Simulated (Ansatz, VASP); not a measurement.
One calculation of HPbNO4, two programs

```
H Pb N O
1.0
     4.19923    0.11117    0.16817
     1.91600    3.89132    0.12568
     1.76085    1.25259    6.37266
H Pb N O
1 1 1 4
Cartesian
  6.1559 3.5396 4.2374
  3.9410 4.7367 5.7714
  2.1622 1.5295 2.0021
  6.1170 3.6060 5.2180
  2.2525 1.0554 0.8130
  2.1821 0.7481 2.9790
  2.0545 2.7723 2.1460
```

Alike in both runs: functional RPBE; k mesh 5 × 5 × 4; occupations fermi-dirac, width 0.05 eV; no spin polarisation.

|  | VASP | Ansatz |
| --- | --- | --- |
| version | VASP 6.6.1 | Ansatz 0.2.0 |
| potentials or method | VASP PAW PBE potentials, release 64 (H, Pb_d, N, O), cutoff 520 eV | all-electron LAPW, scalar-relativistic |
| task | single point | band structure |

```csv
,VASP,Ansatz,Ansatz less VASP
gap on the k mesh at the Fermi level (eV),2.90,2.93,+0.030
least direct gap on the mesh (eV),2.90,2.93,+0.031
pressure (GPa),3.3,2.5,-0.72
"traceless stress, the component that is largest in VASP (GPa)",-1.44,-0.50,+0.945
rms of the force components (eV/Å),0.239,0.085,-0.1539
```

VASP's potentials were made for PBE, not for RPBE. Atom by atom the forces differ by 0.178 eV/Å (rms over components). One of these differences is far larger than is usual between the two programs; its cause wasn't traced. Ansatz ran all-electron here, and VASP with PAW potentials.

Spin-orbit coupling is off throughout. Noted on VASP's run: the standard files for N, O and F lose accuracy on very short bonds.
